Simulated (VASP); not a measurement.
# KBr (Fm-3m) in VASP: notebook, part 2 of 2

VASP 6.6.1. The steps go on from the part before.

## Step 3: Relaxation of cell and atoms, PBE

INCAR reads:

```
SYSTEM = KBr
PREC = Accurate
ENCUT = 600
EDIFF = 1E-7
ISMEAR = -1
SIGMA = 0.05
LREAL = .False.
LASPH = .True.
NELM = 60
ALGO = Normal
ISIF = 3
LWAVE = .False.
LCHARG = .False.
GGA = PE
IBRION = 2
NSW = 80
EDIFFG = -0.005
```

KPOINTS reads:

```
Automatic mesh
0
Gamma
  7 7 7
  0 0 0
```

POSCAR reads:

```
KBr
1.0
    0.0000000000      3.3000000000      3.3000000000
    3.3000000000      0.0000000000      3.3000000000
    3.3000000000      3.3000000000      0.0000000000
Br K
1 1
Direct
    0.5000000000      0.5000000000      0.5000000000
    0.0000000000      0.0000000000      0.0000000000
```

Potentials or basis: VASP PAW PBE potentials, release 64 (Br, K_sv).

On the command line:

```sh
cat potpaw_PBE.64/Br/POTCAR potpaw_PBE.64/K_sv/POTCAR > POTCAR
mpirun -np 1 vasp_std > vasp.out
```

OUTCAR:

```text
SYSTEM = KBr
   PREC = Accurate
   ENCUT = 600
   EDIFF = 1E-7
   ISMEAR = -1
   LREAL = .False.
   LASPH = .True.
   NELM = 60
   ISIF = 3
   GGA = PE
   IBRION = 2
   NSW = 80
   EDIFFG = -0.005

 ion  position               nearest neighbor table
   1  0.500  0.500  0.500-   2 3.30   2 3.30   2 3.30   2 3.30   2 3.30   2 3.30
   2  0.000  0.000  0.000-   1 3.30   1 3.30   1 3.30   1 3.30   1 3.30   1 3.30

  LATTYP: Found a face centered cubic cell.
 ALAT       =     6.6000000000

  Lattice vectors:

 A1 = (   0.0000000000,   3.3000000000,   3.3000000000)
 A2 = (   3.3000000000,   0.0000000000,   3.3000000000)
 A3 = (   3.3000000000,   3.3000000000,   0.0000000000)

Analysis of symmetry for initial positions (statically):
=====================================================================
 Subroutine PRICEL returns:
 Original cell was already a primitive cell.

 Routine SETGRP: Setting up the symmetry group for a
 face centered cubic supercell.

 Subroutine GETGRP returns: Found 48 space group operations
 (whereof 48 operations were pure point group operations)
 out of a pool of 48 trial point group operations.

The static configuration has the point symmetry O_h .

Analysis of symmetry for dynamics (positions and initial velocities):
=====================================================================
 Subroutine PRICEL returns:
 Original cell was already a primitive cell.

 Routine SETGRP: Setting up the symmetry group for a
 face centered cubic supercell.

 Subroutine GETGRP returns: Found 48 space group operations
 (whereof 48 operations were pure point group operations)
 out of a pool of 48 trial point group operations.

The dynamic configuration has the point symmetry O_h .

 Subroutine INISYM returns: Found 48 space group operations
 (whereof 48 operations are pure point group operations),
 and found     1 'primitive' translations

----------------------------------------------------------------------------------------

                                     Primitive cell

  volume of cell :      71.8740

  direct lattice vectors                    reciprocal lattice vectors
     0.000000000  3.300000000  3.300000000    -0.151515152  0.151515152  0.151515152
     3.300000000  0.000000000  3.300000000     0.151515152 -0.151515152  0.151515152
     3.300000000  3.300000000  0.000000000     0.151515152  0.151515152 -0.151515152

  length of vectors
     4.666904756  4.666904756  4.666904756     0.262431941  0.262431941  0.262431941

  position of ions in fractional coordinates (direct lattice)
     0.500000000  0.500000000  0.500000000
     0.000000000  0.000000000  0.000000000

  ion indices of the primitive-cell ions
   primitive index   ion index
                 1           1
                 2           2

----------------------------------------------------------------------------------------

 KPOINTS: Automatic mesh

Automatic generation of k-mesh.
 Grid dimensions read from file:
 generate k-points for:    7    7    7

 Generating k-lattice:

  Cartesian coordinates                     Fractional coordinates (reciprocal lattice)
    -0.021645022  0.021645022  0.021645022     0.142857143  0.000000000  0.000000000
     0.021645022 -0.021645022  0.021645022     0.000000000  0.142857143  0.000000000
     0.021645022  0.021645022 -0.021645022     0.000000000  0.000000000  0.142857143

  Length of vectors
     0.037490277  0.037490277  0.037490277

  Shift w.r.t. Gamma in fractional coordinates (k-lattice)
     0.000000000  0.000000000  0.000000000

 Subroutine IBZKPT returns following result:
 ===========================================

 Found     20 irreducible k-points:

 Following reciprocal coordinates:
            Coordinates               Weight
  0.000000  0.000000  0.000000      1.000000
  0.142857  0.000000  0.000000      8.000000
  0.285714  0.000000  0.000000      8.000000
  0.428571  0.000000  0.000000      8.000000
  0.142857  0.142857  0.000000      6.000000
  0.285714  0.142857  0.000000     24.000000
[... 12 lines left out ...]
 -0.428571  0.428571  0.142857     24.000000
 -0.285714  0.428571  0.142857     24.000000
   k-points           NKPTS =     20   k-points in BZ     NKDIM =     20   number of bands    NBANDS=     12
   number of dos      NEDOS =    301   number of ions     NIONS =      2
   total plane-waves  NPLWV =  64000
   dimension x,y,z NGX =    40 NGY =   40 NGZ =   40
   dimension x,y,z NGXF=    80 NGYF=   80 NGZF=   80
   ions per type =               1   1
   NGX,Y,Z   is equivalent  to a cutoff of  14.25, 14.25, 14.25 a.u.
   NGXF,Y,Z  is equivalent  to a cutoff of  28.50, 28.50, 28.50 a.u.
 SYSTEM =  KBr
   PREC   = accura    normal or accurate (medium, high low for compatibility)
   ISTART =      0    job   : 0-new  1-cont  2-samecut
   ICHARG =      2    charge: 1-file 2-atom 10-const
   ISPIN  =      1    spin polarized calculation?
   LNONCOLLINEAR =      F non collinear calculations
   LSORBIT =      F    spin-orbit coupling
   LASPH  =      T    aspherical Exc in radial PAW
   ENCUT  =  600.0 eV  44.10 Ry    6.64 a.u.   9.32  9.32  9.32*2*pi/ulx,y,z
   NELM   =     60;   NELMIN=  2; NELMDL= -5     # of ELM steps
   EDIFF  = 0.1E-06   stopping-criterion for ELM
   LREAL  =      F    real-space projection
   EDIFFG = -.5E-02   stopping-criterion for IOM
   NSW    =     80    number of steps for IOM
   IBRION =      2    ionic relax: 0-MD 1-quasi-New 2-CG
   NFREE  =      1    steps in history (QN), initial steepest desc. (CG)
   ISIF   =      3    stress and relaxation
   ISYM   =      2    0-nonsym 1-usesym 2-fastsym
   POTIM  = 0.5000    time-step for ionic-motion
   TEBEG  =    0.0;   TEEND  =   0.0 temperature during run
   PSTRESS=    0.0 pullay stress
   NELECT =      16.0000    total number of electrons
   NUPDOWN=      -1.0000    fix difference up-down
   EMIN   =  10.00;   EMAX   =-10.00  energy-range for DOS
   EFERMI =   0.00;   METHOD = LEGACY
   ISMEAR =    -1;   SIGMA  =   0.05  broadening in eV -4-tet -1-fermi 0-gaus
   EFERMI_NEDOS =   21; number of points for ismear=-14 and -15
   IALGO  =     38    algorithm
   IMIX   =      4    mixing-type and parameters
     AMIX     =   0.40;   BMIX     =  1.00
     AMIX_MAG =   1.60;   BMIX_MAG =  1.00
  volume/ion in A,a.u.               =      35.94       242.51
  Fermi-wavevector in a.u.,A,eV,Ry     =   0.992181  1.874950 13.393889  0.984423
  Thomas-Fermi vector in A             =   2.123975
   LORBIT       =      0    0 simple, 1 ext, 2 COOP (PROOUT), +10 PAW based schemes
   GGA     = PE    functional components
   LHFCALC =     F    Hartree Fock is set to
   AEXX    =    0.0000 exact exchange contribution
   IVDW    =     0    specifies the selected vdW correction
   LEPSILON=     F    determine dielectric tensor
   LRPA    =     F    only Hartree local field effects (RPA)
 conjugate gradient relaxation of ions
 non-spin polarized calculation
  energy-cutoff  :      600.00
  volume of cell :       71.87
 maximum number of plane-waves:      2421
 NGX is ok and might be reduce to    40
   NGX = 19   NGY = 19   NGZ = 19

--------------------------------------- Ionic step        1  -------------------------------------------

 number of electron      16.0000000 magnetization

 Free energy of the ion-electron system (eV)
  ---------------------------------------------------
  ext. energy  EPLUGINS =         0.00000000
  ---------------------------------------------------
  free energy    TOTEN  =        -6.21517111 eV

  energy without entropy =       -6.21517111  energy(sigma->0) =       -6.21517111

------------------------ aborting loop because EDIFF is reached ----------------------------------------

  FORCE on cell =-STRESS in cart. coord.  units (eV):
  Direction    XX          YY          ZZ          XY          YZ          ZX
  --------------------------------------------------------------------------------------
  -------------------------------------------------------------------------------------
  Total        0.3431137      0.3431137      0.3431137     -0.0000000     -0.0000000     -0.0000000
  in kB        7.6485088      7.6485088      7.6485088     -0.0000000     -0.0000000     -0.0000000
  external PRESSURE =       7.6485088 kB  Pullay stress =       0.0000000 kB
[... 93 lines left out ...]
  energy  without entropy=       -6.2235666653  energy(sigma->0) =       -6.22356667

--------------------------------------- Ionic step        4  -------------------------------------------

 number of electron      15.9999999 magnetization

 Free energy of the ion-electron system (eV)
  ---------------------------------------------------
  ext. energy  EPLUGINS =         0.00000000
  ---------------------------------------------------
  free energy    TOTEN  =        -6.22358275 eV

  energy without entropy =       -6.22358275  energy(sigma->0) =       -6.22358275

 E-fermi :  -0.8685     XC(G=0):  -7.1717

 val. band max:       -1.9325102800   @ k =   0.0000   0.0000   0.0000
 cond. band min:       2.3703659594   @ k =   0.0000   0.0000   0.0000
 fundamental gap:      4.3028762394
 Fermi energy:        -0.8684916205

 k-point     1 :       0.0000    0.0000    0.0000
  band No.  band energies     occupation
      1     -29.8244      2.00000
      2     -14.1665      2.00000
      3     -13.2981      2.00000
      4     -13.2981      2.00000
      5     -13.2981      2.00000
      6      -1.9325      2.00000
      7      -1.9325      2.00000
      8      -1.9325      2.00000
      9       2.3704      0.00000
     10       5.6560      0.00000
     11       5.6560      0.00000
     12       5.6560      0.00000
[... 312 lines left out ...]
  FREE ENERGIE OF THE ION-ELECTRON SYSTEM (eV)
  ---------------------------------------------------
  free  energy   TOTEN  =        -6.2235827479 eV

  energy  without entropy=       -6.2235827478  energy(sigma->0) =       -6.22358275

 reached required accuracy - stopping structural energy minimisation
```

OSZICAR:

```text
N       E                     dE             d eps       ncg     rms          rms(c)
DAV:   1     0.115749003169E+03    0.11575E+03   -0.77392E+03   480   0.132E+03
DAV:   2     0.886068074763E+00   -0.11486E+03   -0.10729E+03   632   0.283E+02
DAV:   3    -0.612280860134E+01   -0.70089E+01   -0.69847E+01   616   0.658E+01
[... 41 lines left out ...]
DAV:   2    -0.622366975802E+01    0.37959E-03   -0.87135E-04   620   0.270E-01    0.535E-02
DAV:   3    -0.622357393132E+01    0.95827E-04   -0.30785E-04   840   0.144E-01    0.388E-02
DAV:   4    -0.622357907841E+01   -0.51471E-05   -0.71460E-06   868   0.185E-02    0.166E-02
DAV:   5    -0.622358275510E+01   -0.36767E-05   -0.90947E-06   916   0.173E-02    0.310E-03
DAV:   6    -0.622358274788E+01    0.72218E-08   -0.18353E-07   492   0.486E-03
   4 F= -.62235827E+01 E0= -.62235827E+01  d E =-.841163E-02
```

CONTCAR:

```text
KBr
   1.00000000000000
    -0.0000000000000000    3.3558221878663095    3.3558221878663095
     3.3558221878663095   -0.0000000000000000    3.3558221878663095
     3.3558221878663095    3.3558221878663095   -0.0000000000000000
  Br              K
     1     1
Direct
     0.5000000000000000    0.5000000000000000    0.5000000000000000
     0.0000000000000000    0.0000000000000000    0.0000000000000000

  0.00000000E+00  0.00000000E+00  0.00000000E+00
  0.00000000E+00  0.00000000E+00  0.00000000E+00
```

Wall time 96 s (1 thread of Intel Xeon 6975P-C, shared host); peak memory 0.26 GiB.

Results:

- Free energy: -6.2236 eV
- Relaxed volume: 37.79 Å³/atom
- Relaxed cell: a = 4.746 Å, b = 4.746 Å, c = 4.746 Å, α = 60.00°, β = 60.00°, γ = 60.00°
- Space group after relaxing (to 0.05 Å): Fm-3m (No. 225)
- Energy gained by relaxing: 4.2 meV/atom
- Ionic steps: 4
- Pressure after relaxing: 0.0 GPa
- Band gap on the k mesh: 4.30 eV, direct

Step by step:
| step | energy change (eV) | largest force (eV/Å) | pressure (GPa) | volume (Å³) |
| --- | --- | --- | --- | --- |
| 1 | 0.0000 | 0.0000 | 0.76 | 71.87 |
| 2 | -0.0063 | 0.0000 | 0.37 | 73.67 |
| 3 | -0.0084 | 0.0000 | -0.03 | 75.75 |
| 4 | -0.0084 | 0.0000 | 0.00 | 75.58 |

Final structure:
```
Br K
1.0
     0.00000    3.35582    3.35582
     3.35582    0.00000    3.35582
     3.35582    3.35582    0.00000
Br K
1 1
Cartesian
  3.3558 3.3558 3.3558
  0.0000 0.0000 0.0000
```
